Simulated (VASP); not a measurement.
Write the native input for VASP 6.6.1 that does the following.

```yaml
Task: single point
Functional: BLYP
Potentials_or_basis: VASP PAW PBE potentials, release 64 (Li_sv)
Cutoff: 520 eV
k_mesh: 13 × 13 × 13
Occupations: fermi-dirac, width 0.1 eV
Spin: non-collinear spin, zero start, spin-orbit coupling
Starting_moments: "[[0.0, 0.0, 0.0]] μB"
Dipole_correction: no
Further_INCAR_settings: ALGO = Normal; EDIFF = 1e-06; NBANDS = 14
```

The structure of Li lies in POSCAR:

```
Li
1.0
   -1.7110721882      1.7110721882      1.7110721882
    1.7110721882     -1.7110721882      1.7110721882
    1.7110721882      1.7110721882     -1.7110721882
Li
1
Direct
    0.0000000000      0.0000000000      0.0000000000
```

One way to write it, as run:

INCAR

```
SYSTEM = Li
PREC     = Accurate       ! precision mode
ENCUT    = 520            ! plane-wave cutoff, eV
EDIFF    = 1E-6           ! SCF threshold, eV
ISMEAR   = -1             ! smearing method
SIGMA    = 0.1            ! smearing width, eV
LREAL    = .FALSE.        ! projectors in reciprocal space
LASPH    = .TRUE.         ! aspherical terms in the spheres
NELM     = 150            ! most SCF steps
ALGO     = Normal         ! electronic algorithm
ISIF     = 2              ! what is computed and relaxed
LWAVE    = .FALSE.        ! write WAVECAR
LCHARG   = .FALSE.        ! write CHGCAR
MAGMOM   = 0 0 0          ! initial moments
LORBIT   = 11             ! projections on sites
LSORBIT  = .TRUE.         ! spin-orbit coupling
GGA_COMPAT= .FALSE.      
LORBMOM  = .TRUE.       
GGA      = B5             ! functional
ALDAX    = 1.0          
AGGAX    = 1.0          
AGGAC    = 1.0          
ALDAC    = 0.0          
NBANDS   = 14             ! bands
```

KPOINTS

```
regular mesh
0
G
  13 13 13
  0 0 0
```

Potentials or basis: VASP PAW PBE potentials, release 64 (Li_sv).

Command:

```console
$ cat potpaw_PBE.64/Li_sv/POTCAR > POTCAR
$ mpirun -np 1 vasp_ncl > vasp.out
```

It gave:

* Net moment: 0.00 μB per cell
* Valence electrons inside the program's atomic spheres: Li 2.08

Run time: 25 s on 1 thread of AMD EPYC 9R14 (Zen 4), on a shared host, peak memory 0.16 GiB.
